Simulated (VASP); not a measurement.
Runs of VASP 6.6.1 on Be. The structure is that of space group Fm-3m (No. 225), or close to it. The cells are those of the table. This isn't the form of Be at room conditions, which is hcp.

```tsv
task	cell	gap on the mesh (eV)	pressure (GPa)
single point	a = 2.058 Å, angles 60.0°, 1 atom	none	45.3
relaxation of cell and atoms	relaxed to 30 GPa from a = 2.256 Å, angles 60.0°, 1 atom	none	30.3
single point	a = 2.102 Å, angles 60.0°, 1 atom	none	30.3
single point	a = 2.233 Å, angles 60.0°, 1 atom	none	0.1
relaxation of cell and atoms	relaxed to 15 GPa from a = 2.256 Å, angles 60.0°, 1 atom	none	15.6
relaxation of cell and atoms	relaxed to 45 GPa from a = 2.256 Å, angles 60.0°, 1 atom	none	45.3
relaxation of cell and atoms	relaxed from a = 2.256 Å, angles 60.0°, 1 atom	none	-0.6
single point	a = 2.157 Å, angles 60.0°, 1 atom	none	(a)
```

Alike in all rows: level PBE; potentials or basis VASP PAW PBE potentials, release 64 (Be); no spin polarisation; k mesh 23 × 23 × 23; cutoff (eV) 600; smearing fermi-dirac 0.1 eV.

Q: Estimate the missing entries.

A: (a) 15.2.

Caveats: the cell stands under pressure (at least some runs); the cell is relaxed towards a set pressure, so the run minimises the enthalpy, not the energy (at least some runs).

A gap of «none» marks levels without a gap at the run's occupations.
